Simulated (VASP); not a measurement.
Runs of VASP 6.6.1 on MgO. The structure is that of space group I4/mmm (No. 139), or close to it. The cells are those of the table. 

```tsv
cell	gap on the mesh (eV)	pressure (GPa)
a = 3.012, b = 3.012, c = 2.858 Å, angles 61.7, 61.7, 56.6°, 2 atoms	4.80	(c)
a = 3.009, b = 3.009, c = 3.083 Å, angles 59.2, 59.2, 61.6°, 2 atoms	4.17	(b)
a = 2.934, b = 2.934, c = 3.008 Å, angles 59.2, 59.2, 61.7°, 2 atoms	4.88	8.7
a = 3.012, b = 3.012, c = 3.158 Å, angles 58.4, 58.4, 63.2°, 2 atoms	3.90	-4.1
a = 3.048, b = 3.048, c = 3.158 Å, angles 58.8, 58.8, 62.4°, 2 atoms	(a)	(d)
a = 2.972, b = 2.972, c = 3.083 Å, angles 58.8, 58.8, 62.5°, 2 atoms	4.37	1.4
a = 3.084, b = 3.084, c = 3.158 Å, angles 59.2, 59.2, 61.6°, 2 atoms	3.54	-12.1
```

Alike in all rows: task single point; level PBE; potentials or basis VASP PAW PBE potentials, release 64 (Mg, O); no spin polarisation; k mesh 10 × 10 × 10; cutoff (eV) 520; smearing gaussian 0.05 eV.

Task: Estimate the missing entries.

Result: (a) 3.72; (b) -3.4; (c) 11.6; (d) -8.6.

